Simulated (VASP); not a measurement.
# Mg2SiO5 (Imm2) in VASP: single point with PBE

Aim: the single point of Mg2SiO5 with PBE.

Program: VASP 6.6.1. These are calculated values, not measurements. Logs are shortened: lines on timing, memory, paths and dates and some standing lists are left out, and cuts for length are marked.

### 1 The cell of the first run

It takes space group Imm2 (No. 44, orthorhombic). Conventional cell: a = 8.242 Å, b = 10.683 Å, c = 5.063 Å, α = 90.00°, β = 90.00°, γ = 90.00°. Mg (site symmetry 1) has 4 O at 1.92 to 1.97 Å within 2.6 Å. Within 2.1 Å of Si (site symmetry m) lie 4 O at 1.61 to 1.62 Å. Within 2.2 Å of O (site symmetry 1) lie 1 Si at 1.62 Å and 2 Mg at 1.92 to 1.95 Å. Within 2.1 Å of O (site symmetry m) lie 1 Si at 1.61 Å and 2 Mg at 1.97 Å. Within 2.6 Å of O (site symmetry m) lie 2 Mg at 1.93 Å. O (site symmetry mm2) has 2 Si at 1.62 Å within 2.2 Å. Within 3.7 Å of O (site symmetry mm2) lie 8 O at 2.84 to 3.61 Å.

### 2 Single point, PBE

Input file INCAR:

```
SYSTEM = Mg2SiO5
PREC = Accurate
ENCUT = 520
EDIFF = 1E-6
ISMEAR = 1
SIGMA = 0.23
LREAL = Auto
LASPH = .True.
NELM = 80
ALGO = Normal
ISIF = 2
LWAVE = .False.
LCHARG = .False.
GGA = PE
NBANDS = 52
```

Input file KPOINTS:

```
regular mesh
0
Gamma
  5 5 5
  0 0 0
```

Input file POSCAR:

```
Mg2SiO5
1.0
    0.0000000000      0.0000000000      5.0628180000
    4.1208810000     -5.3415960000      2.5314090000
    4.1208810000      5.3415960000     -2.5314090000
Mg Si O
4 2 10
Direct
    0.8800000000      0.3664400000      0.0478400000
    0.1986000000      0.6335600000      0.9521600000
    0.8800000000      0.9521600000      0.6335600000
    0.1986000000      0.0478400000      0.3664400000
    0.3859000000      0.1450000000      0.8550000000
    0.6759000000      0.8550000000      0.1450000000
    0.1972000000      0.3681000000      0.9553000000
    0.6100000000      0.6319000000      0.0447000000
    0.1972000000      0.0447000000      0.6319000000
    0.6100000000      0.9553000000      0.3681000000
    0.6832000000      0.1630000000      0.8370000000
    0.0092000000      0.8370000000      0.1630000000
    0.0000000000      0.3141000000      0.3141000000
    0.0000000000      0.6859000000      0.6859000000
    0.4400000000      0.0000000000      0.0000000000
    0.5280000000      0.5000000000      0.5000000000
```

Potentials or basis: VASP PAW PBE potentials, release 64 (Mg, Si, O).

The run is started by

```console
$ cat potpaw_PBE.64/Mg/POTCAR potpaw_PBE.64/Si/POTCAR potpaw_PBE.64/O/POTCAR > POTCAR
$ mpirun -np 1 vasp_std > vasp.out
```

OUTCAR:

```text
SYSTEM = Mg2SiO5
   PREC = Accurate
   ENCUT = 520
   EDIFF = 1E-6
   ISMEAR = 1
   LREAL = Auto
   LASPH = .True.
   NELM = 80
   ISIF = 2
   GGA = PE

 ion  position               nearest neighbor table
   1  0.880  0.366  0.048-   8 1.92  13 1.93   7 1.95  11 1.97   5 3.02   5 3.09   6 3.19   2 3.27
                             2 3.27   4 3.40   3 3.41
   2  0.199  0.634  0.952-   7 1.92  14 1.93   8 1.95  12 1.97   6 3.02   6 3.09   5 3.19   1 3.27
                             1 3.27   3 3.40   4 3.41
   3  0.880  0.952  0.634-  10 1.92  14 1.93   9 1.95  11 1.97   5 3.02   5 3.09   6 3.19   4 3.27
                             4 3.27   2 3.40   1 3.41
   4  0.199  0.048  0.366-   9 1.92  13 1.93  10 1.95  12 1.97   6 3.02   6 3.09   5 3.19   3 3.27
                             3 3.27   1 3.40   2 3.41
   5  0.386  0.145  0.855-  11 1.61  15 1.62   7 1.62   9 1.62   1 3.02   3 3.02   1 3.09   3 3.09
                             6 3.10   4 3.19   2 3.19
   6  0.676  0.855  0.145-  12 1.61  15 1.62   8 1.62  10 1.62   2 3.02   4 3.02   2 3.09   4 3.09
                             5 3.10   1 3.19   3 3.19
   7  0.197  0.368  0.955-   5 1.62   2 1.92   1 1.95
   8  0.610  0.632  0.045-   6 1.62   1 1.92   2 1.95
   9  0.197  0.045  0.632-   5 1.62   4 1.92   3 1.95
  10  0.610  0.955  0.368-   6 1.62   3 1.92   4 1.95
  11  0.683  0.163  0.837-   5 1.61   3 1.97   1 1.97
  12  0.009  0.837  0.163-   6 1.61   4 1.97   2 1.97
  13  0.000  0.314  0.314-   1 1.93   4 1.93
  14  0.000  0.686  0.686-   2 1.93   3 1.93
  15  0.440  0.000  0.000-   6 1.62   5 1.62
  16  0.528  0.500  0.500-

  LATTYP: Found a body centered orthorhombic cell.
 ALAT       =     5.0628180000
 B/A-ratio  =     1.6279001141
 C/A-ratio  =     2.1101276009

  Lattice vectors:

 A1 = (   4.1208810000,  -5.3415960000,   2.5314090000)
 A2 = (  -4.1208810000,  -5.3415960000,  -2.5314090000)
 A3 = (   4.1208810000,   5.3415960000,  -2.5314090000)

Analysis of symmetry for initial positions (statically):
=====================================================================
 Subroutine PRICEL returns:
 Original cell was already a primitive cell.

 Routine SETGRP: Setting up the symmetry group for a
 body centered orthorhombic supercell.

 Subroutine GETGRP returns: Found  4 space group operations
 (whereof  4 operations were pure point group operations)
 out of a pool of  8 trial point group operations.

The static configuration has the point symmetry C_2v.

Analysis of symmetry for dynamics (positions and initial velocities):
=====================================================================
 Subroutine PRICEL returns:
 Original cell was already a primitive cell.

 Routine SETGRP: Setting up the symmetry group for a
 body centered orthorhombic supercell.

 Subroutine GETGRP returns: Found  4 space group operations
 (whereof  4 operations were pure point group operations)
 out of a pool of  8 trial point group operations.

The dynamic configuration has the point symmetry C_2v.

 Subroutine INISYM returns: Found  4 space group operations
 (whereof  4 operations are pure point group operations),
 and found     1 'primitive' translations

----------------------------------------------------------------------------------------

                                     Primitive cell

  volume of cell :     222.8863

  direct lattice vectors                    reciprocal lattice vectors
     0.000000000  0.000000000  5.062818000     0.000000000  0.093604982  0.197518457
     4.120881000 -5.341596000  2.531409000     0.121333278 -0.093604982  0.000000000
     4.120881000  5.341596000 -2.531409000     0.121333278  0.093604982  0.000000000

  length of vectors
     5.062818000  7.205715757  7.205715757     0.218575922  0.153243783  0.153243783

  position of ions in fractional coordinates (direct lattice)
     0.880000000  0.366440000  0.047840000
     0.198600000  0.633560000  0.952160000
     0.880000000  0.952160000  0.633560000
     0.198600000  0.047840000  0.366440000
     0.385900000  0.145000000  0.855000000
     0.675900000  0.855000000  0.145000000
[... 8 lines left out ...]
     0.440000000  0.000000000  0.000000000
     0.528000000  0.500000000  0.500000000

  ion indices of the primitive-cell ions
   primitive index   ion index
                 1           1
                 2           2
                 3           3
                 4           4
                 5           5
                 6           6
[... 8 lines left out ...]
                15          15
                16          16

----------------------------------------------------------------------------------------

 KPOINTS: regular mesh

Automatic generation of k-mesh.
 Grid dimensions read from file:
 generate k-points for:    5    5    5

 Generating k-lattice:

  Cartesian coordinates                     Fractional coordinates (reciprocal lattice)
     0.000000000  0.018720996  0.039503691     0.200000000  0.000000000 -0.000000000
     0.024266656 -0.018720996  0.000000000     0.000000000  0.200000000  0.000000000
     0.024266656  0.018720996  0.000000000     0.000000000  0.000000000  0.200000000

  Length of vectors
     0.043715184  0.030648757  0.030648757

  Shift w.r.t. Gamma in fractional coordinates (k-lattice)
     0.000000000  0.000000000  0.000000000

 Subroutine IBZKPT returns following result:
 ===========================================

 Found     27 irreducible k-points:

 Following reciprocal coordinates:
            Coordinates               Weight
  0.000000  0.000000  0.000000      1.000000
  0.200000 -0.000000  0.000000      4.000000
  0.400000 -0.000000  0.000000      4.000000
  0.000000  0.200000 -0.000000      4.000000
  0.200000  0.200000 -0.000000      4.000000
  0.400000  0.200000 -0.000000      8.000000
[... 16 lines left out ...]
  0.400000 -0.200000  0.200000      4.000000
 -0.400000 -0.200000  0.200000      2.000000
 [... further k-points ...]
   k-points           NKPTS =     27   k-points in BZ     NKDIM =     27   number of bands    NBANDS=     52
   number of dos      NEDOS =    301   number of ions     NIONS =     16
   total plane-waves  NPLWV = 116640
   dimension x,y,z NGX =    40 NGY =   54 NGZ =   54
   dimension x,y,z NGXF=    80 NGYF=  108 NGZF=  108
   ions per type =               4   2  10
   NGX,Y,Z   is equivalent  to a cutoff of  13.13, 12.46, 12.46 a.u.
   NGXF,Y,Z  is equivalent  to a cutoff of  26.27, 24.92, 24.92 a.u.
 SYSTEM =  Mg2SiO5
   PREC   = accura    normal or accurate (medium, high low for compatibility)
   ISTART =      0    job   : 0-new  1-cont  2-samecut
   ICHARG =      2    charge: 1-file 2-atom 10-const
   ISPIN  =      1    spin polarized calculation?
   LNONCOLLINEAR =      F non collinear calculations
   LSORBIT =      F    spin-orbit coupling
   LASPH  =      T    aspherical Exc in radial PAW
   ENCUT  =  520.0 eV  38.22 Ry    6.18 a.u.   9.41 13.40 13.40*2*pi/ulx,y,z
   NELM   =     80;   NELMIN=  2; NELMDL= -5     # of ELM steps
   EDIFF  = 0.1E-05   stopping-criterion for ELM
   LREAL  =      T    real-space projection
   EDIFFG = 0.1E-04   stopping-criterion for IOM
   NSW    =      0    number of steps for IOM
   IBRION =     -1    ionic relax: 0-MD 1-quasi-New 2-CG
   NFREE  =      0    steps in history (QN), initial steepest desc. (CG)
   ISIF   =      2    stress and relaxation
   ISYM   =      2    0-nonsym 1-usesym 2-fastsym
   POTIM  = 0.5000    time-step for ionic-motion
   TEBEG  =    0.0;   TEEND  =   0.0 temperature during run
   PSTRESS=    0.0 pullay stress
   NELECT =      76.0000    total number of electrons
   NUPDOWN=      -1.0000    fix difference up-down
   EMIN   =  10.00;   EMAX   =-10.00  energy-range for DOS
   EFERMI =   0.00;   METHOD = LEGACY
   ISMEAR =     1;   SIGMA  =   0.23  broadening in eV -4-tet -1-fermi 0-gaus
   EFERMI_NEDOS =   21; number of points for ismear=-14 and -15
   IALGO  =     38    algorithm
   IMIX   =      4    mixing-type and parameters
     AMIX     =   0.40;   BMIX     =  1.00
     AMIX_MAG =   1.60;   BMIX_MAG =  1.00
  volume/ion in A,a.u.               =      13.93        94.01
  Fermi-wavevector in a.u.,A,eV,Ry     =   1.143716  2.161310 17.797596  1.308086
  Thomas-Fermi vector in A             =   2.280410
   LORBIT       =      0    0 simple, 1 ext, 2 COOP (PROOUT), +10 PAW based schemes
   GGA     = PE    functional components
   LHFCALC =     F    Hartree Fock is set to
   AEXX    =    0.0000 exact exchange contribution
   IVDW    =     0    specifies the selected vdW correction
   LEPSILON=     F    determine dielectric tensor
   LRPA    =     F    only Hartree local field effects (RPA)
 non-spin polarized calculation
 Methfessel and Paxton  Order N= 1 SIGMA  =   0.23
  energy-cutoff  :      520.00
  volume of cell :      222.89
 maximum number of plane-waves:      6023
 NGX is ok and might be reduce to    40
   NGX = 19   NGY = 27   NGZ = 27

 number of electron      75.9999989 magnetization

 Free energy of the ion-electron system (eV)
  ---------------------------------------------------
  ext. energy  EPLUGINS =         0.00000000
  ---------------------------------------------------
  free energy    TOTEN  =       -97.83860824 eV

  energy without entropy =      -97.75313702  energy(sigma->0) =      -97.81011783

 E-fermi :  -0.3521     XC(G=0):  -8.7145

 val. band max:       -0.3675865508   @ k =   0.0000   0.2000   0.2000
 cond. band min:      -0.3519191093   @ k =   0.0000   0.4000  -0.0000
 fundamental gap:      0.0156674416
 Fermi energy:        -0.3520557646

 k-point     1 :       0.0000    0.0000    0.0000
  band No.  band energies     occupation
      1     -19.3031      2.00000
      2     -18.1067      2.00000
      3     -17.6963      2.00000
      4     -17.1451      2.00000
      5     -17.0422      2.00000
      6     -17.0279      2.00000
[... 42 lines left out ...]
     49      10.1666      0.00000
     50      10.3142      0.00000
[... 1217 lines left out ...]
     49       9.5249      0.00000
     50       9.7262      0.00000

 [... further k-points ...]

 [bands above 50 left out]

------------------------ aborting loop because EDIFF is reached ----------------------------------------

  FORCE on cell =-STRESS in cart. coord.  units (eV):
  Direction    XX          YY          ZZ          XY          YZ          ZX
  --------------------------------------------------------------------------------------
  -------------------------------------------------------------------------------------
  Total        4.3612050     11.2743714      5.0766921      0.0000000      0.0000000      0.0000000
  in kB       31.3497193     81.0437441     36.4928672      0.0000000      0.0000000      0.0000000
  external PRESSURE =      49.6287769 kB  Pullay stress =       0.0000000 kB

 VOLUME and BASIS-vectors are now :
 -----------------------------------------------------------------------------
  energy-cutoff  :      520.00
  volume of cell :      222.89
      direct lattice vectors                 reciprocal lattice vectors
     0.000000000  0.000000000  5.062818000     0.000000000  0.093604982  0.197518457
     4.120881000 -5.341596000  2.531409000     0.121333278 -0.093604982  0.000000000
     4.120881000  5.341596000 -2.531409000     0.121333278  0.093604982  0.000000000

 POSITION                                       TOTAL-FORCE (eV/Angst)
 -----------------------------------------------------------------------------------
      1.70720     -1.70183      5.26179         0.199748     -0.183681     -0.035860
      6.53456      1.70183      0.19897        -0.199748      0.183681     -0.035860
      6.53456     -1.70183      5.26179        -0.199748     -0.183681     -0.035860
      1.70720      1.70183      0.19897         0.199748      0.183681     -0.035860
      4.12088      3.79253      0.15644         0.000000     -0.745797     -0.074689
      4.12088     -3.79253      5.21926         0.000000      0.745797     -0.074689
[... 8 lines left out ...]
      0.00000      0.00000      2.22764         0.000000      0.000000     -0.556077
      4.12088      0.00000      2.67317         0.000000     -0.000000      0.400009
 -----------------------------------------------------------------------------------
    total drift:                               -0.000000      0.000049      0.001678

  FREE ENERGIE OF THE ION-ELECTRON SYSTEM (eV)
  ---------------------------------------------------
  free  energy   TOTEN  =       -97.8386082434 eV

  energy  without entropy=      -97.7531370150  energy(sigma->0) =      -97.81011783
```

Wall time 37 min (1 thread of AMD EPYC 7R13, shared host); peak memory 0.41 GiB.

What came out:

| Property | Result |
| --- | --- |
| Free energy | -97.8386 eV |
| Pressure | 5.0 GPa |
| Largest force | 0.858 eV/Å |

Forces in eV/Å, atoms in the order of the input:
```
Mg   0.200 -0.184 -0.036
Mg  -0.200  0.184 -0.036
Mg  -0.200 -0.184 -0.036
Mg   0.200  0.184 -0.036
Si   0.000 -0.746 -0.075
Si   0.000  0.746 -0.075
O    0.139  0.103 -0.217
O   -0.139 -0.103 -0.217
O   -0.139  0.103 -0.217
O    0.139 -0.103 -0.217
O    0.000  0.250  0.821
O    0.000 -0.250  0.821
O    0.398  0.000 -0.163
O   -0.398  0.000 -0.163
O    0.000  0.000 -0.556
O    0.000  0.000  0.400
```

Stress tensor (GPa, compression positive):
```
3.13 0.00 0.00
0.00 8.10 0.00
0.00 0.00 3.65
```
